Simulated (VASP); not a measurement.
Wanted: the native input for a VASP 6.6.1 run.

```yaml
Task: single point
Functional: PBE
Potentials_or_basis: VASP PAW PBE potentials, release 64 (Mg, Sn_d, N)
Cutoff: 520 eV
k_mesh: 5 × 5 × 2
Occupations: gaussian, width 0.2 eV
Spin: no spin polarisation
Dipole_correction: no
Further_INCAR_settings: ALGO = Normal; EDIFF = 1e-06; NBANDS = 36
```

The structure of Mg3Sn3N lies in POSCAR:

```
Mg3Sn3N
1.0
    3.3928432951      0.0000000000      0.0000000000
   -1.6964216475      2.9382884846      0.0000000000
    0.0000000000      0.0000000000     14.6700102906
Mg Sn N
3 3 1
Direct
    0.6666666667      0.3333333333      0.4113733276
    0.3333333333      0.6666666667      0.0717345976
    0.6666666667      0.3333333333      0.9326942380
    0.0000000000      0.0000000000      0.5811503701
    0.0000000000      0.0000000000      0.2510269298
    0.3333333333      0.6666666667      0.7505590731
    0.0000000000      0.0000000000      0.0014614638
```

These files were run (other wordings do the same):

INCAR

```
SYSTEM = Mg3Sn3N
PREC = Accurate ; ENCUT = 520
EDIFF = 1E-6 ; ISMEAR = 0
SIGMA = 0.2 ; LREAL = .FALSE.
LASPH = .TRUE. ; NELM = 80
ALGO = Normal ; ISIF = 2
LWAVE = .FALSE. ; LCHARG = .TRUE.
GGA = PE ; LELF = .TRUE.
LVHAR = .TRUE. ; NBANDS = 36
```

KPOINTS

```
regular mesh
0
G
  5 5 2
  0 0 0
```

Potentials or basis: VASP PAW PBE potentials, release 64 (Mg, Sn_d, N).

Command:

```bash
$ cat potpaw_PBE.64/Mg/POTCAR potpaw_PBE.64/Sn_d/POTCAR potpaw_PBE.64/N/POTCAR > POTCAR
$ mpirun -np 1 vasp_std > vasp.out
```

It gave:

```json
{"Pressure": "-0.3 GPa", "Largest force": "0.070 eV/Å", "Band gap on the k mesh": "zero (an odd number of electrons rules out a gap without spin polarisation)"}
```

Caveat: the k points lie up to 0.43 Å⁻¹ apart, too coarse for converged energies and pressures of a metal; spin-orbit coupling is left out, which moves the levels of the heavy elements.

It took 2.2 min on 1 thread of Intel Xeon 8259CL, on a shared host, peak memory 0.3 GiB.
